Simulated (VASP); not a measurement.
**PbSe: single point with PBE**

Crystal: PbSe.

```
CELL_PARAMETERS angstrom
0.00000 3.42320 3.42320
3.42320 0.00000 3.42320
3.42320 3.42320 0.00000
ATOMIC_POSITIONS crystal
Pb 0.00000 0.00000 0.00000
Se 0.25000 0.25000 0.25000
```

```json
{"Program": "VASP 6.6.1", "Task": "single point", "Functional": "PBE", "Potentials or basis": "VASP PAW PBE potentials, release 64 (Pb_d, Se)", "Cutoff": "500 eV", "k mesh": "4 × 4 × 4", "Occupations": "gaussian, width 0.001 eV", "Spin": "no spin polarisation", "Dipole correction": "no", "Further INCAR settings": "ALGO = Normal; EDIFF = 1e-06; NBANDS = 17"}
```

The pressure is 0.7 GPa. The band gap on the k mesh is 0.62 eV, indirect (least direct gap 1.15 eV).

Levels at points of the mesh, in eV from the valence-band top:
```
           k point  band 6  band 7  band 8  band 9  band 10  band 11  band 12  band 13  band 14  band 15
(0.00, 0.00, 0.00)  -12.80   -6.40   -1.64   -1.64    -1.64     2.10     2.10     2.10     4.70     8.21
(0.50, 0.00, 0.00)  -12.21   -7.89   -2.17   -2.17    -2.02     2.86     2.86     3.64     6.52     7.90
(0.50, 0.50, 0.00)  -11.98   -8.25   -2.86   -2.86    -0.53     0.62     4.85     4.85     5.92     7.92
```

It took 15 s on 1 thread of Intel Xeon 6975P-C, on a shared host, peak memory 0.2 GiB.

Caveat: spin-orbit coupling is left out, which moves the levels of the heavy elements. A k mesh can miss the band edges.
